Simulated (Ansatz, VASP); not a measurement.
# One calculation of Al2Ru, two programs

```
Ru Al
1.0
     4.18499    0.00000    0.00000
    -2.09250    3.62431    0.00000
     0.00000    0.00000    2.76807
Ru Al
1 2
Direct
  0.00000 0.00000 0.00000
  0.33333 0.66667 0.50000
  0.66667 0.33333 0.50000
```

Alike in both runs: functional r2SCAN; k mesh 6 × 6 × 6; occupations gaussian, width 0.1 eV; no spin polarisation.

Ansatz relaxed the structure, and its values are those at the end. VASP's run is a single point on that final structure, the one shown.

|  | VASP | Ansatz |
| --- | --- | --- |
| version | VASP 6.6.1 | Ansatz 0.2.0 |
| potentials or method | VASP PAW PBE potentials, release 64 (Ru_pv, Al), cutoff 520 eV | scalar-relativistic, plane waves, PAW |
| valence electrons in the cell | 20 | 22 |

|  | VASP | Ansatz | Ansatz less VASP |
| --- | --- | --- | --- |
| gap on the k mesh at the Fermi level (eV) | none | none | - |
| pressure (GPa) | 0.1 | 0.2 | +0.09 |

VASP's potentials were made for PBE, not for r2SCAN. A gap of «none» marks a metal or a gap that the smearing closes. VASP's potentials hold 20 valence electrons a cell and Ansatz's 22, so a difference there can come from the potentials and not from the codes.

The k mesh is coarse, so the values compare programs but aren't converged.
